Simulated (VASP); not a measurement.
## As: single point with PBE

The system is As.

```
CELL_PARAMETERS angstrom
2.65936 0.00000 0.00000
0.00000 2.65936 0.00000
0.00000 0.00000 2.65936
ATOMIC_POSITIONS crystal
As 0.00000 0.00000 0.00000
```

This cell differs from its parent crystal: volume scaled by 0.92.

```json
{"Program": "VASP 6.6.1", "Task": "single point", "Functional": "PBE", "Potentials or basis": "VASP PAW PBE potentials, release 64 (As)", "Cutoff": "520 eV", "k mesh": "13 × 13 × 13", "Occupations": "fermi-dirac, width 0.1 eV", "Spin": "no spin polarisation", "Dipole correction": "no", "Further INCAR settings": "ALGO = Normal; EDIFF = 1e-07; NBANDS = 8"}
```

| Item | Value |
| --- | --- |
| Pressure | 7.9 GPa |

Levels at points of the mesh, in eV from the Fermi level:
```csv
k point,band 1,band 2,band 3,band 4,band 5
"(0.00, 0.00, 0.00)",-15.55,4.25,4.25,4.25,8.44
```

Run time: 6.2 s on 1 thread of AMD EPYC 7R13 Processor (Zen 3), on a shared host, peak memory 0.1 GiB.
